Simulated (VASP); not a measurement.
Wanted: the native input for a VASP 6.6.1 run.

```yaml
Task: relaxation of cell and atoms
Functional: PBE
Potentials_or_basis: VASP PAW PBE potentials, release 64 (Ga_d, S)
Cutoff: 600 eV
k_mesh: 6 × 6 × 6
Occupations: gaussian, width 0.1 eV
Spin: no spin polarisation
Dipole_correction: no
Further_INCAR_settings: ALGO = Normal; EDIFF = 1e-06; IBRION = 2; EDIFFG = -0.01; NSW = 100; ISIF = 3
```

The structure of GaS5 lies in POSCAR:

```
GaS5
1.0
    3.4991214164     -3.4996477924      0.0000000000
    3.4991214164      3.4996477924      0.0000000000
    0.0000000000      0.0000000000      4.8900700712
Ga S
1 5
Direct
    0.0000000000      0.0000000000      0.0000000000
    0.0000000000      0.5000000000      0.5000000000
    0.5000000000      0.0000000000      0.5000000000
    0.0000000000      0.5000000000      0.0000000000
    0.5000000000      0.0000000000      0.0000000000
    0.0000000000      0.0000000000      0.5000000000
```

The cell was generated, and may not be a known phase.

The input as run:

INCAR

```
ALGO = Normal
EDIFF = 1E-6
EDIFFG = -0.01
ENCUT = 600
GGA = PE
IBRION = 2
ISIF = 3
ISMEAR = 0
LASPH = True
LCHARG = False
LREAL = False
LWAVE = False
NELM = 80
NSW = 100
PREC = Accurate
SIGMA = 0.1
```

KPOINTS

```
k-points
0
Gamma
  6 6 6
```

Potentials or basis: VASP PAW PBE potentials, release 64 (Ga_d, S).

Command:

```sh
$ cat potpaw_PBE.64/Ga_d/POTCAR potpaw_PBE.64/S/POTCAR > POTCAR
$ mpirun -np 1 vasp_std > vasp.out
```

Results of the run:

```yaml
Relaxed_volume: 19.98 Å³/atom
Relaxed_cell: a = 4.958 Å, b = 4.958 Å, c = 4.876 Å, α = 90.00°, β = 90.00°, γ = 90.01°
Space_group_after_relaxing_to_0.1_Å: P4/mmm (No. 123)
Energy_gained_by_relaxing: 0.1 meV/atom
Ionic_steps: 4
Pressure_after_relaxing: 0.0 GPa
```

Caveat: the highest band is partly filled, so the run has too few bands.

Run time: 11 min on 1 thread of Intel Xeon 8259CL, on a shared host, peak memory 0.36 GiB.
